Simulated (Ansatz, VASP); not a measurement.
Given: the input of a run of VASP 6.6.1 on BN.

The input INCAR:

```
PREC = Accurate
ENCUT = 600
EDIFF = 1E-7
ISMEAR = -1
SIGMA = 0.05
LREAL = False
LASPH = True
NELM = 60
ALGO = Normal
ISIF = 3
LWAVE = False
LCHARG = False
GGA = PS
IVDW = 12
IBRION = 2
NSW = 60
EDIFFG = -0.01
```

KPOINTS

```
regular mesh
0
Gamma
  12 12 6
```

Contents of POSCAR:

```
BN
1.0
    2.5539396017      0.0000000000      0.0000000000
   -1.2769698009      2.2117765748      0.0000000000
    0.0000000000      0.0000000000      4.2268550000
N B
2 2
Direct
    0.3333333333      0.6666666667      0.1252760000
    0.6666666667      0.3333333333      0.6252760000
    0.3333333333      0.6666666667      0.4997240000
    0.6666666667      0.3333333333      0.9997240000
```

Potentials or basis: VASP PAW PBE potentials, release 64 (N, B).

The run is started by

```sh
$ cat potpaw_PBE.64/N/POTCAR potpaw_PBE.64/B/POTCAR > POTCAR
$ mpirun -np 1 vasp_std > vasp.out
```

**Question.** Translate it to Ansatz 0.2.0. Potentials there: Ansatz PAW.

**Answer.** As run (the cutoff follows the program's own potentials):

File input.yaml:

```yaml
crystal:
  lattice:
    - [2.5539396017, 0.0, 0.0]
    - [-1.2769698009, 2.2117765748, 0.0]
    - [0.0, 0.0, 4.226855]
  atoms:
    - { symbol: "N", position: [0.3333333333, 0.6666666667, 0.125276] }
    - { symbol: "N", position: [0.6666666667, 0.3333333333, 0.625276] }
    - { symbol: B, position: [0.3333333333, 0.6666666667, 0.499724] }
    - { symbol: B, position: [0.6666666667, 0.3333333333, 0.999724] }
hamiltonian:
  xc: pbesol
  pseudopotentials: { kind: paw }
  dispersion: d3bj
kpoints:
  mp_grid: { grid: [12, 12, 6] }
scf:
  occupations: { method: fermi_dirac, width: 0.05 }
output:
  forces: true
  stress: true
  eigenvalues: true
relax:
  f_tol: 0.01
  max_steps: 40
  cell: { stress_tol: 0.05 }
```

Potentials or basis: Ansatz PAW.

Run with:

```bash
$ ansatz run input.yaml --threads 1 --pin off --max-ram 3584MiB --backend cpu --events-out ev --progress --plain --runs-dir out
```

Both were run:

|  | VASP | Ansatz | Ansatz less VASP |
| --- | --- | --- | --- |
| gap on the k mesh at the Fermi level, each at its own relaxed structure (eV) | 4.92 | 4.94 | +0.019 |
| relaxed volume (Å³/atom) | 5.82 | 5.82 | -0.005 |
| relaxed cell length with the largest relative difference (Å) | 2.533 | 2.532 | -0.0007 |

VASP's potentials were made for PBE, not for PBEsol.

Noted on Ansatz's run: Pulay correction over one GPa; the plane-wave basis is chosen anew once the cell has moved, so the energies of steps on either side of that aren't comparable.
